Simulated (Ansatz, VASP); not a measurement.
Given: the input of a run of Ansatz 0.2.0 on Pt.

The input input.yaml:

```yaml
crystal:
  lattice:
    - [0.0, 1.986704275, 1.986704275]
    - [1.986704275, 0.0, 1.986704275]
    - [1.986704275, 1.986704275, 0.0]
  atoms:
    - { symbol: Pt, position: [0.0, 0.0, 0.0] }
kpoints:
  mp_grid: { grid: [9, 9, 9] }
scf:
  occupations: { method: fermi_dirac, width: 0.02 }
hamiltonian:
  xc: rpbe
  pseudopotentials: { kind: all_electron, lapw: { basis_error: 0.001 } }
magnetization:
  noncollinear: true
  spin_orbit: true
output:
  forces: true
  stress: true
  eigenvalues: true
```

Potentials or basis: all-electron LAPW, relativistic spinors.

The run is started by

```bash
$ ansatz run input.yaml --threads 1 --pin off --max-ram 3072MiB --backend cpu --events-out ev --progress --plain --runs-dir out
```

Set up the same calculation for VASP 6.6.1. Potentials there: VASP PAW PBE potentials, release 64 (Pt).

As run (the cutoff follows the program's own potentials):

INCAR

```
SYSTEM = Pt
  PREC = Accurate
  ENCUT = 520
  EDIFF = 1E-6
  ISMEAR = -1
  SIGMA = 0.02
  LREAL = .False.
  LASPH = .True.
  NELM = 150
  ALGO = Fast
  ISIF = 2
  LWAVE = .False.
  LCHARG = .False.
  MAGMOM = 0 0 0
  LORBIT = 11
  LSORBIT = .True.
  GGA_COMPAT = .False.
  LORBMOM = .True.
  LMAXMIX = 4
  GGA = RP
  NBANDS = 21
```

File KPOINTS:

```
regular mesh
0
Gamma
  9 9 9
  0 0 0
```

File POSCAR:

```
Pt
1.0
    0.0000000000      1.9867042750      1.9867042750
    1.9867042750      0.0000000000      1.9867042750
    1.9867042750      1.9867042750      0.0000000000
Pt
1
Direct
    0.0000000000      0.0000000000      0.0000000000
```

Potentials or basis: VASP PAW PBE potentials, release 64 (Pt).

Command:

```console
$ cat potpaw_PBE.64/Pt/POTCAR > POTCAR
$ mpirun -np 1 vasp_ncl > vasp.out
```

Both were run:

|  | VASP | Ansatz | Ansatz less VASP |
| --- | --- | --- | --- |
| pressure (GPa) | 3.1 | 3.2 | +0.13 |
| net moment per atom (μB) | 0.00 | 0.00 | 0.000 |

VASP's potentials were made for PBE, not for RPBE. Ansatz ran all-electron here, and VASP with PAW potentials.

Noted on Ansatz's run: the k mesh is thin for a metal, which can move the energy by tens of meV per atom.
